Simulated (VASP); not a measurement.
Set up this calculation in VASP 6.6.1, as the native input.

- Task: single point
- Functional: PBE
- Potentials or basis: VASP PAW PBE potentials, release 64 (Li_sv)
- Cutoff: 520 eV
- k mesh: 6 × 6 × 6
- Occupations: gaussian, width 0.1 eV
- Spin: no spin polarisation
- Dipole correction: no
- Further INCAR settings: ALGO = Fast; EDIFF = 1e-06; NBANDS = 10

The structure of Li lies in POSCAR:

```
Li
1.0
    0.0000000000      2.8548294421      2.8548294421
    2.8548294421      0.0000000000      2.8548294421
    2.8548294421      2.8548294421      0.0000000000
Li
2
Direct
    0.5000000000      0.5000000000      0.5000000000
    0.7500000000      0.7500000000      0.7500000000
```

This isn't the form of Li at room conditions, which is bcc.

One way to write it, as run:

INCAR

```
  PREC = Accurate
  ENCUT = 520
  EDIFF = 1E-6
  ISMEAR = 0
  SIGMA = 0.1
  LREAL = False
  LASPH = True
  NELM = 80
  ALGO = Fast
  ISIF = 2
  LWAVE = False
  LCHARG = False
  GGA = PE
  NBANDS = 10
```

KPOINTS

```
regular mesh
0
Gamma
  6 6 6
```

Potentials or basis: VASP PAW PBE potentials, release 64 (Li_sv).

Command:

```console
$ cat potpaw_PBE.64/Li_sv/POTCAR > POTCAR
$ mpirun -np 1 vasp_std > vasp.out
```

Results of the run:

The band gap on the k mesh is zero (bands 3 and 4 overlap by 0.62 eV).

It took 9 s on 1 thread of Intel(R) Xeon(R) Platinum 8488C (Sapphire Rapids), on a shared host, peak memory 0.14 GiB.
